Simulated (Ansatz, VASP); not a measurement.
Given: the input of a run of VASP 6.6.1 on BaTiO3.

Contents of INCAR:

```
SYSTEM = BaTiO3
PREC = Accurate
ENCUT = 1340
EDIFF = 1E-6
ISMEAR = -1
SIGMA = 0.05
LREAL = .False.
LASPH = .True.
NELM = 120
ALGO = Normal
ISIF = 2
LWAVE = .False.
LCHARG = .True.
GGA = PE
LELF = .True.
LVHAR = .True.
NBANDS = 28
GGA_COMPAT = .False.
```

File KPOINTS:

```
regular mesh
0
Gamma
  5 5 5
  0 0 0
```

File POSCAR:

```
BaTiO3
1.0
    2.8273666084      1.6323808724      2.3183934932
   -2.8273666084      1.6323808724      2.3183934932
    0.0000000000     -3.2647617449      2.3183934932
Ba Ti O
1 1 3
Direct
    0.0000000000      0.0000000000      0.0000000000
    0.4845000000      0.4845000000      0.4845000000
    0.5086000000      0.0175000000      0.5086000000
    0.0175000000      0.5086000000      0.5086000000
    0.5086000000      0.5086000000      0.0175000000
```

Potentials or basis: VASP PAW PBE potentials, release 64 (Ba_sv, Ti_sv, O_h).

The run is started by

```console
$ cat potpaw_PBE.64/Ba_sv/POTCAR potpaw_PBE.64/Ti_sv/POTCAR potpaw_PBE.64/O_h/POTCAR > POTCAR
$ mpirun -np 1 vasp_std > vasp.out
```

Problem. Set up the same calculation for Ansatz 0.2.0. Potentials there: Ansatz PAW.

Solution. As run (the cutoff follows the program's own potentials):

File input.yaml:

```yaml
crystal:
  lattice:
    - [2.8273666084, 1.6323808724, 2.3183934932]
    - [-2.8273666084, 1.6323808724, 2.3183934932]
    - [0.0, -3.2647617449, 2.3183934932]
  atoms:
    - { symbol: Ba, position: [0.0, 0.0, 0.0] }
    - { symbol: Ti, position: [0.4845, 0.4845, 0.4845] }
    - { symbol: O, position: [0.5086, 0.0175, 0.5086] }
    - { symbol: O, position: [0.0175, 0.5086, 0.5086] }
    - { symbol: O, position: [0.5086, 0.5086, 0.0175] }
hamiltonian:
  xc: pbe
  pseudopotentials: { kind: paw }
kpoints:
  mp_grid: { grid: [5, 5, 5] }
scf:
  occupations: { method: fermi_dirac, width: 0.05 }
output:
  forces: true
  stress: true
  eigenvalues: true
```

Potentials or basis: Ansatz PAW.

Launch:

```bash
$ ansatz run input.yaml --threads 2 --pin off --max-ram 5632MiB --backend cpu --events-out ev --progress --plain --runs-dir out
```

Both were run:

|  | VASP | Ansatz | Ansatz less VASP |
| --- | --- | --- | --- |
| gap on the k mesh at the Fermi level (eV) | 2.50 | 2.55 | +0.053 |
| least direct gap on the mesh (eV) | 2.78 | 2.79 | +0.011 |
| pressure (GPa) | 6.6 | 5.0 | -1.53 |
| traceless stress, the component that is largest in VASP (GPa) | -0.09 | -0.13 | -0.030 |
| rms of the force components (eV/Å) | 0.082 | 0.074 | -0.0083 |

Atom by atom the forces differ by 0.016 eV/Å (rms over components). The functional is the same, so the differences come from potentials, cutoffs and numerics.

Spin-orbit coupling is off throughout. Noted on Ansatz's run: odd divisions of the mesh miss points on the zone boundary, where band edges often lie, so the gap on the mesh can be too wide.
